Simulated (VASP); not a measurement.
ZnCdO: single point with PBE

The system is ZnCdO.

```xyz
6
Lattice="3.5004 0.0000 0.0000 0.0000 3.5004 0.0000 0.0000 0.0000 10.7240" Properties=species:S:1:pos:R:3 pbc="T T T"
Zn    1.7502    1.7502    0.0000
Zn    1.7502    1.7502    5.3620
Cd    0.0000    0.0000    2.6810
Cd    0.0000    0.0000    8.0430
O     0.0000    1.7502    0.0000
O     1.7502    0.0000    5.3620
```

- Program: VASP 6.6.1
- Task: single point
- Functional: PBE
- Potentials or basis: VASP PAW PBE potentials, release 64 (Zn, Cd, O)
- Cutoff: 520 eV
- k mesh: 10 × 10 × 4
- Occupations: gaussian, width 0.1 eV
- Spin: no spin polarisation

| Item | Value |
| --- | --- |
| Pressure | 0.5 GPa |
| Band gap on the k mesh | zero (band 30 reaches 1.66 eV, above the bottom of band 31 at -0.26 eV) |

Stress tensor (GPa, compression positive):
```
0.79 0.00 0.00
0.00 0.79 0.00
0.00 0.00 0.03
```

Levels at points of the mesh, in eV from the Fermi level:
```
           k point  band 27  band 28  band 29  band 30  band 31  band 32  band 33  band 34
(0.00, 0.00, 0.00)    -4.16    -2.97    -2.97    -1.79    -1.04     1.41     2.53     5.92
(0.50, 0.00, 0.00)    -2.86    -1.80    -1.26    -0.88    -0.13    -0.09     2.78     2.82
(0.50, 0.50, 0.00)    -2.26    -2.26     0.75     0.75     1.00     1.51     2.48     2.48
(0.00, 0.00, 0.50)    -2.97    -2.97    -2.89    -2.89     0.16     0.16     4.11     4.11
(0.50, 0.00, 0.50)    -2.78    -1.80    -1.63    -0.67    -0.54     0.65     2.38     3.33
(0.50, 0.50, 0.50)    -2.26    -2.26     0.89     0.89     1.24     1.24     2.10     2.10
```

Wall time 4.9 min on 1 thread of Intel(R) Xeon(R) Platinum 8259CL CPU @ 2.50GHz (Skylake/Cascade Lake), on a shared host, peak memory 0.43 GiB.
